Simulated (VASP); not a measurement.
Write the native input for VASP 6.6.1 that does the following.

```yaml
Task: single point
Functional: PBE
Potentials_or_basis: VASP PAW PBE potentials, release 64 (Tm_3, B, Au), 4f in core
Cutoff: 500 eV
k_mesh: 6 × 6 × 4
Occupations: gaussian, width 0.1 eV
Spin: no spin polarisation
Dipole_correction: no
Mended: yes
Further_INCAR_settings: ALGO = Normal; EDIFF = 1e-06; NBANDS = 40
```

The structure of TmB3Au lies in POSCAR:

```
TmB3Au
1.0
    5.0698940693      0.0000000000      0.0000000000
   -2.5349470346      4.3906570585      0.0000000000
    0.0000000000      0.0000000000      5.4308656215
Tm B Au
2 6 2
Direct
    0.3333333333      0.6666666667      0.7500000000
    0.6666666667      0.3333333333      0.2500000000
    0.2239868487      0.7760131513      0.2500000000
    0.4479736975      0.2239868487      0.7500000000
    0.2239868487      0.4479736975      0.2500000000
    0.7760131513      0.2239868487      0.7500000000
    0.5520263025      0.7760131513      0.2500000000
    0.7760131513      0.5520263025      0.7500000000
    0.0000000000      0.0000000000      0.0000000000
    0.0000000000      0.0000000000      0.5000000000
```

The cell was built from a structure type or drawn by symmetry, and may not be a known phase.

The input as run:

INCAR

```
SYSTEM = TmB3Au
PREC = Accurate ; ENCUT = 500
EDIFF = 1E-6 ; ISMEAR = 0
SIGMA = 0.1 ; LREAL = .False.
LASPH = .True. ; NELM = 200
ALGO = Normal ; ISIF = 2
LWAVE = .False. ; LCHARG = .False.
GGA = PE ; NBANDS = 40
GGA_COMPAT = .False. ; LMAXMIX = 6
```

KPOINTS

```
regular mesh
0
Gamma
  6 6 4
  0 0 0
```

Potentials or basis: VASP PAW PBE potentials, release 64 (Tm_3, B, Au), 4f in core.

Command:

```console
$ cat potpaw_PBE.64/Tm_3/POTCAR potpaw_PBE.64/B/POTCAR potpaw_PBE.64/Au/POTCAR > POTCAR
$ mpirun -np 1 vasp_std > vasp.out
```

Results of the run:

* Pressure: 0.6 GPa
* Largest force: 0.130 eV/Å
* Band gap on the k mesh: zero (bands 29 and 30 overlap by 2.27 eV)

Caveat: spin-orbit coupling is left out, which moves the levels of the heavy elements; the 4f electrons are frozen in the core, so they carry no moment and show no levels.

Wall time 72 s on 1 thread of Intel(R) Xeon(R) 6975P-C (Granite Rapids), with other jobs on the host, peak memory 0.28 GiB.
